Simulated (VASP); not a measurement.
**CoSi4: single point with PBE**

CoSi4:

```
CELL_PARAMETERS angstrom
4.26847 0.00000 0.00000
0.00000 4.26847 0.00000
0.00000 0.00000 4.26847
ATOMIC_POSITIONS crystal
Co 0.00000 0.00000 0.00000
Si 0.25000 0.25000 0.25000
Si 0.75000 0.75000 0.25000
Si 0.25000 0.75000 0.75000
Si 0.75000 0.25000 0.75000
```

The cell was generated, and may not be a known phase.

* Program: VASP 6.6.1
* Task: single point
* Functional: PBE
* Potentials or basis: VASP PAW PBE potentials, release 64 (Co, Si)
* Cutoff: 520 eV
* k mesh: 4 × 4 × 4
* Occupations: gaussian, width 0.1 eV
* Spin: collinear spin, ferromagnetic start
* Starting moments: [3.0, 0.0, 0.0, 0.0, 0.0] μB
* Dipole correction: no
* Further INCAR settings: ALGO = Normal; EDIFF = 1e-06; NBANDS = 24

```json
{
  "Pressure": "29.3 GPa",
  "Net moment": "0.00 μB per cell",
  "Valence electrons inside the program's atomic spheres": "Co 9.84; Si 1.63"
}
```

Levels at points of the mesh, in eV from the Fermi level:
Spin up:
```tsv
k point	band 11	band 12	band 13	band 14	band 15	band 16
(0.00, 0.00, 0.00)	-1.05	-1.05	1.95	1.95	1.95	2.19
(0.50, 0.00, 0.00)	-2.26	-1.64	-0.74	-0.74	0.73	3.66
(0.50, 0.50, 0.00)	-0.67	-0.67	-0.39	0.56	1.05	1.05
(0.50, 0.50, 0.50)	-2.56	-2.56	-2.56	5.96	5.96	5.96
```
Spin down:
```tsv
k point	band 9	band 10	band 11	band 12	band 13	band 14	band 15	band 16	band 17	band 18
(0.00, 0.00, 0.00)	-3.13	-3.13	-1.05	-1.05	1.95	1.95	1.95	2.19	2.19	2.19
(0.50, 0.00, 0.00)	-2.28	-2.26	-2.26	-1.64	-0.74	-0.74	0.73	3.66	3.66	4.35
(0.50, 0.50, 0.00)	-3.19	-1.13	-0.67	-0.67	-0.39	0.56	1.05	1.05	1.35	5.51
(0.50, 0.50, 0.50)	-3.15	-3.15	-2.56	-2.56	-2.56	5.96	5.96	5.96	6.70	6.70
```

It took 46 s on 1 thread of Intel Xeon 8259CL, with other jobs on the host, peak memory 0.21 GiB.

Caveat: the k points lie up to 0.37 Å⁻¹ apart; the moments typed at the start vanished in this run.
